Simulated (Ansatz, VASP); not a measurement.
# Two plane-wave programs on BiIr

The input INCAR:

```
PREC = Accurate ; ENCUT = 600
EDIFF = 1E-7 ; ISMEAR = -1
SIGMA = 0.03 ; LREAL = F
LASPH = T ; NELM = 80
ALGO = Normal ; ISIF = 3
LWAVE = F ; LCHARG = F
GGA = PE ; IBRION = 2
NSW = 100 ; EDIFFG = -0.005
```

The input KPOINTS:

```
regular mesh
0
Gamma
  11 11 11
```

POSCAR

```
BiIr
1.0
    0.0000000000      3.2195088072      3.2195088072
    3.2195088072      0.0000000000      3.2195088072
    3.2195088072      3.2195088072      0.0000000000
Ir Bi
1 1
Direct
    0.0000000000      0.0000000000      0.0000000000
    0.2500000000      0.2500000000      0.2500000000
```

Input for Ansatz:

```yaml
crystal:
  lattice:
    - [0.0, 3.2195088072, 3.2195088072]
    - [3.2195088072, 0.0, 3.2195088072]
    - [3.2195088072, 3.2195088072, 0.0]
  atoms:
    - { symbol: Ir, position: [0.0, 0.0, 0.0] }
    - { symbol: Bi, position: [0.25, 0.25, 0.25] }
kpoints:
  mp_grid: { grid: [11, 11, 11] }
scf:
  occupations: { method: fermi_dirac, width: 0.03 }
hamiltonian:
  xc: pbe
  pseudopotentials: { kind: paw }
output:
  forces: true
  stress: true
relax:
  f_tol: 0.005
  max_steps: 80
  cell: {}
```

Alike in both runs: task relaxation of cell and atoms; functional PBE; k mesh 11 × 11 × 11; occupations fermi-dirac, width 0.03 eV; no spin polarisation.

|  | VASP | Ansatz |
| --- | --- | --- |
| version | VASP 6.6.1 | Ansatz 0.2.0 |
| potentials or method | VASP PAW PBE potentials, release 64 (Ir, Bi_d) | PAW with Ansatz's default frozen-core files, scalar-relativistic |
| plane-wave cutoff (eV) | 600 | 420 |
| valence electrons in the cell | 24 | 32 |

VASP gave:

```
relaxed volume (Å³/atom)                                        : 28.89
relaxed length of the cell vector where the two differ most in proportion (Å) : 4.339
```

Question: Which values does Ansatz return?

Answer: Relaxed volume (Å³/atom): 28.85; relaxed length of the cell vector where the two differ most in proportion (Å): 4.338.

VASP's potentials hold 24 valence electrons a cell and Ansatz's 32, so a difference there can come from the potentials and not from the codes.

Spin-orbit coupling is off throughout.
